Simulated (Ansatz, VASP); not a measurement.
## One calculation of BaMgAsF, two programs

Contents of INCAR:

```
  PREC = Accurate
  ENCUT = 600
  EDIFF = 1E-6
  ISMEAR = 0
  SIGMA = 0.02
  LREAL = F
  LASPH = T
  NELM = 80
  ALGO = Normal
  ISIF = 3
  LWAVE = F
  LCHARG = F
  GGA = PS
  IBRION = 2
  NSW = 70
  EDIFFG = -0.005
```

File KPOINTS:

```
regular mesh
0
Gamma
  6 6 4
```

POSCAR

```
BaMgAsF
1.0
    4.4176333074      0.0000000000      0.0000000000
    0.0000000000      4.4176333074      0.0000000000
    0.0000000000      0.0000000000      9.6873358226
Ba As Mg F
2 2 2 2
Direct
    0.5000000000      0.0000000000      0.1547361974
    0.0000000000      0.5000000000      0.8452638026
    0.5000000000      0.0000000000      0.6613527585
    0.0000000000      0.5000000000      0.3386472415
    0.5000000000      0.5000000000      0.5000000000
    0.0000000000      0.0000000000      0.5000000000
    0.5000000000      0.5000000000      0.0000000000
    0.0000000000      0.0000000000      0.0000000000
```

Input for Ansatz:

```yaml
crystal:
  lattice:
    - [4.4176333074, 0.0, 0.0]
    - [0.0, 4.4176333074, 0.0]
    - [0.0, 0.0, 9.6873358226]
  atoms:
    - { symbol: Ba, position: [0.5, 0.0, 0.1547361974] }
    - { symbol: Ba, position: [0.0, 0.5, 0.8452638026] }
    - { symbol: As, position: [0.5, 0.0, 0.6613527585] }
    - { symbol: As, position: [0.0, 0.5, 0.3386472415] }
    - { symbol: Mg, position: [0.5, 0.5, 0.5] }
    - { symbol: Mg, position: [0.0, 0.0, 0.5] }
    - { symbol: F, position: [0.5, 0.5, 0.0] }
    - { symbol: F, position: [0.0, 0.0, 0.0] }
basis:
  ecutwfc: 420
kpoints:
  mp_grid: { grid: [6, 6, 4] }
hamiltonian:
  xc: pbesol
scf:
  occupations: { method: gaussian, width: 0.02 }
output:
  forces: true
  stress: true
  eigenvalues: true
relax:
  adjacent_minimum: "off"
  f_tol: 0.005
  max_steps: 50
  cell: { stress_tol: 0.05 }
```

Alike in both runs: task relaxation of cell and atoms; functional PBEsol; k mesh 6 × 6 × 4; occupations gaussian, width 0.02 eV; no spin polarisation.

```csv
,VASP,Ansatz
version,VASP 6.6.1,Ansatz 0.2.0
potentials or method,"VASP PAW PBE potentials, release 64 (Ba_sv, As, Mg, F), cutoff 600 eV","scalar-relativistic, plane waves, PAW"
valence electrons in the cell,48,84
```

|  | VASP | Ansatz | Ansatz less VASP |
| --- | --- | --- | --- |
| gap on the k mesh at the Fermi level, each at its own relaxed structure (eV) | 1.48 | 1.49 | +0.012 |
| relaxed volume (Å³/atom) | 22.82 | 22.54 | -0.277 |
| relaxed length of the cell vector where the two differ most in proportion (Å) | 9.530 | 9.467 | -0.0633 |

VASP's potentials were made for PBE, not for PBEsol. VASP's potentials hold 48 valence electrons a cell and Ansatz's 84, so a difference there can come from the potentials and not from the codes.

Spin-orbit coupling is off throughout.
